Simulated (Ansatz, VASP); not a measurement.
BeS in VASP and in Ansatz

Contents of INCAR:

```
SYSTEM = BeS
ALGO = Normal ; EDIFF = 1E-6
EDIFFG = -0.01 ; ENCUT = 600
GGA = PE ; IBRION = 2
ISIF = 3 ; ISMEAR = 0
LASPH = .True. ; LCHARG = .False.
LREAL = Auto ; LWAVE = .False.
NELM = 60 ; NSW = 100
PREC = Accurate ; SIGMA = 0.02
```

File KPOINTS:

```
k-points
0
Gamma
  4 4 4
  0 0 0
```

The input POSCAR:

```
BeS
1.0
    6.8958514989      0.0000000000      0.0000000000
    0.0000000000      6.8958514989      0.0000000000
    0.0000000000      0.0000000000      5.7197511596
Be S
8 8
Direct
    0.6344275149      0.8655724851      0.9035307231
    0.6344275149      0.1344275149      0.4035307231
    0.3655724851      0.8655724851      0.4035307231
    0.3655724851      0.1344275149      0.9035307231
    0.1344275149      0.3655724851      0.5964692769
    0.8655724851      0.6344275149      0.5964692769
    0.1344275149      0.6344275149      0.0964692769
    0.8655724851      0.3655724851      0.0964692769
    0.6534284600      0.8465715400      0.5341646240
    0.3465715400      0.1534284600      0.5341646240
    0.6534284600      0.1534284600      0.0341646240
    0.3465715400      0.8465715400      0.0341646240
    0.1534284600      0.3465715400      0.9658353760
    0.1534284600      0.6534284600      0.4658353760
    0.8465715400      0.3465715400      0.4658353760
    0.8465715400      0.6534284600      0.9658353760
```

Input for Ansatz:

```yaml
crystal:
  lattice:
    - [6.8958514989, 0.0, 0.0]
    - [0.0, 6.8958514989, 0.0]
    - [0.0, 0.0, 5.7197511596]
  atoms:
    - { symbol: Be, position: [0.6344275149, 0.8655724851, 0.9035307231] }
    - { symbol: Be, position: [0.6344275149, 0.1344275149, 0.4035307231] }
    - { symbol: Be, position: [0.3655724851, 0.8655724851, 0.4035307231] }
    - { symbol: Be, position: [0.3655724851, 0.1344275149, 0.9035307231] }
    - { symbol: Be, position: [0.1344275149, 0.3655724851, 0.5964692769] }
    - { symbol: Be, position: [0.8655724851, 0.6344275149, 0.5964692769] }
    - { symbol: Be, position: [0.1344275149, 0.6344275149, 0.0964692769] }
    - { symbol: Be, position: [0.8655724851, 0.3655724851, 0.0964692769] }
    - { symbol: S, position: [0.65342846, 0.84657154, 0.534164624] }
    - { symbol: S, position: [0.34657154, 0.15342846, 0.534164624] }
    - { symbol: S, position: [0.65342846, 0.15342846, 0.034164624] }
    - { symbol: S, position: [0.34657154, 0.84657154, 0.034164624] }
    - { symbol: S, position: [0.15342846, 0.34657154, 0.965835376] }
    - { symbol: S, position: [0.15342846, 0.65342846, 0.465835376] }
    - { symbol: S, position: [0.84657154, 0.34657154, 0.465835376] }
    - { symbol: S, position: [0.84657154, 0.65342846, 0.965835376] }
basis:
  ecutwfc: 420
kpoints:
  mp_grid: { grid: [4, 4, 4] }
hamiltonian:
  xc: pbe
scf:
  occupations: { method: gaussian, width: 0.02 }
output:
  forces: true
  stress: true
  eigenvalues: true
  write_density: true
  write_potential: true
  elf: true
  volumetric_format: npy
relax:
  adjacent_minimum: "off"
  f_tol: 0.01
  max_steps: 80
  cell: { stress_tol: 0.05 }
```

Alike in both runs: task relaxation of cell and atoms; functional PBE; k mesh 4 × 4 × 4; occupations gaussian, width 0.02 eV; no spin polarisation.

|  | VASP | Ansatz |
| --- | --- | --- |
| version | VASP 6.6.1 | Ansatz 0.2.0 |
| potentials or method | VASP PAW PBE potentials, release 64 (Be, S), cutoff 600 eV | scalar-relativistic, plane waves, PAW |
| valence electrons in the cell | 64 | 64 |

|  | VASP | Ansatz | Ansatz less VASP |
| --- | --- | --- | --- |
| gap on the k mesh at the Fermi level, each at its own relaxed structure (eV) | 3.59 | 3.59 | -0.005 |
| relaxed volume (Å³/atom) | 17.02 | 17.01 | -0.015 |
| relaxed cell length with the largest relative difference (Å) | 5.722 | 5.720 | -0.0017 |
